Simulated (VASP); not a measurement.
Here is a VASP 6.6.1 calculation.

File INCAR:

```
SYSTEM = Hf
PREC = Accurate
ENCUT = 520
EDIFF = 1E-7
ISMEAR = -1
SIGMA = 0.1
LREAL = .FALSE.
LASPH = .TRUE.
NELM = 60
ALGO = Normal
ISIF = 2
LWAVE = .FALSE.
LCHARG = .FALSE.
GGA = RE
IVDW = 12
NBANDS = 17
```

The input KPOINTS:

```
Automatic mesh
0
G
  9 9 5
  0 0 0
```

POSCAR

```
Hf
1.0
    3.0768721855      0.0000000000      0.0000000000
   -1.5384360927      2.6646494768      0.0000000000
    0.0000000000      0.0000000000      4.9023071171
Hf
2
Direct
    0.3333333333      0.6666666667      0.2500000000
    0.6666666667      0.3333333333      0.7500000000
```

Potentials or basis: VASP PAW PBE potentials, release 64 (Hf_pv).

Launch:

```bash
$ cat potpaw_PBE.64/Hf_pv/POTCAR > POTCAR
$ mpirun -np 1 vasp_std > vasp.out
```

(1) Estimate the pressure.

(2) Predict the band gap on the k mesh.

Results:

(1) 9.5 GPa.

(2) zero (band 10 reaches 6.99 eV, above the bottom of band 11 at 5.42 eV).

Caveat: the PAW data sets were made with another functional, which shifts forces and pressure a little; spin-orbit coupling is left out, which moves the levels of the heavy elements; pairwise dispersion overbinds metals, which lowers pressure and volume.
